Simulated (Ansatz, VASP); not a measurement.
Ti in VASP and in Ansatz

```xyz
2
Lattice="0.0000 -3.2099 0.0000 -3.2099 0.0000 0.0000 0.0000 0.0000 -3.2099" Properties=species:S:1:pos:R:3 pbc="T T T"
Ti   -1.7522   -1.6418   -1.6050
Ti    0.1472    0.0368    0.0000
```

Change from the starting cell: mode 4 frozen in at -0.147 Å and mode 5 at -0.037 Å (largest displacements).

Alike in both runs: task single point; functional PBEsol; k mesh 14 × 14 × 14; occupations gaussian, width 0.15 eV; no spin polarisation.

|  | VASP | Ansatz |
| --- | --- | --- |
| version | VASP 6.6.1 | Ansatz 0.2.0 |
| potentials or method | VASP PAW PBE potentials, release 64 (Ti_sv), cutoff 520 eV | scalar-relativistic, plane waves, PAW |
| valence electrons in the cell | 24 | 24 |

Ansatz gave:

| Property | Result |
| --- | --- |
| gap on the k mesh at the Fermi level (eV) | none |
| pressure (GPa) | 2.2 |
| traceless stress, the component that is largest in VASP (GPa) | -1.90 |
| rms of the force components (eV/Å) | 0.903 |

Question: What did VASP give for the same quantities?

Answer: gap on the k mesh at the Fermi level (eV): none; pressure (GPa): 1.7; traceless stress, the component that is largest in VASP (GPa): -1.90; rms of the force components (eV/Å): 0.903.

VASP's potentials were made for PBE, not for PBEsol, and Ansatz warns of the same on its side. Atom by atom the forces differ by 0.001 eV/Å (rms over components). A gap of «none» marks a metal or a gap that the smearing closes. The functional is the same, so the differences come from potentials, cutoffs and numerics.
